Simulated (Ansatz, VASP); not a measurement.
One calculation of W, two programs

The input POSCAR:

```
W
1.0
   -1.5954228245      1.5954228245      1.5954228245
    1.5954228245     -1.5954228245      1.5954228245
    1.5954228245      1.5954228245     -1.5954228245
W
1
Direct
    0.0000000000      0.0000000000      0.0000000000
```

File INCAR.step1:

```
ALGO = Normal
EDIFF = 1E-4
ENCUT = 520
GGA = PE
ISMEAR = 1
LASPH = True
LCHARG = False
LREAL = False
LWAVE = True
NBANDS = 13
NELM = 80
PREC = Accurate
SIGMA = 0.05
```

File INCAR.step2:

```
ALGO = Normal
EDIFF = 1E-7
ENCUT = 520
ISIF = 2
ISMEAR = 1
ISTART = 1
LASPH = True
LCHARG = False
LMIXTAU = True
LREAL = False
LWAVE = False
METAGGA = R2SCAN
NBANDS = 13
NELM = 80
PREC = Accurate
SIGMA = 0.05
```

Contents of KPOINTS:

```
k-points
0
Gamma
  13 13 13
```

Input for Ansatz:

```yaml
crystal:
  lattice:
    - [-1.5954228244664956, 1.5954228244664956, 1.5954228244664956]
    - [1.5954228244664956, -1.5954228244664956, 1.5954228244664956]
    - [1.5954228244664956, 1.5954228244664956, -1.5954228244664956]
  atoms:
    - { symbol: W, position: [0.0, 0.0, 0.0] }
basis:
  ecutwfc: 550.0
kpoints:
  mp_grid:
    grid: [13, 13, 13]
hamiltonian:
  xc: r2scan
  pseudopotentials:
    kind: paw
scf:
  occupations:
    method: cold
    width: 0.05
output:
  stress: true
```

Alike in both runs: task single point; functional r2SCAN; k mesh 13 × 13 × 13; no spin polarisation.

|  | VASP | Ansatz |
| --- | --- | --- |
| version | VASP 6.6.1 | Ansatz 0.2.0 |
| potentials or method | VASP PAW PBE potentials, release 64 (W_sv), cutoff 520 eV | plane waves, PAW |
| occupations | methfessel-paxton of order 1, width 0.05 eV | cold, width 0.05 eV |
| valence electrons in the cell | 14 | 14 |

VASP gave:

* pressure (GPa): -5.6

Q: Estimate Ansatz's values.

A: Pressure (GPa): -6.7.

VASP's potentials were made for PBE, not for r2SCAN.

Spin-orbit coupling is off throughout.
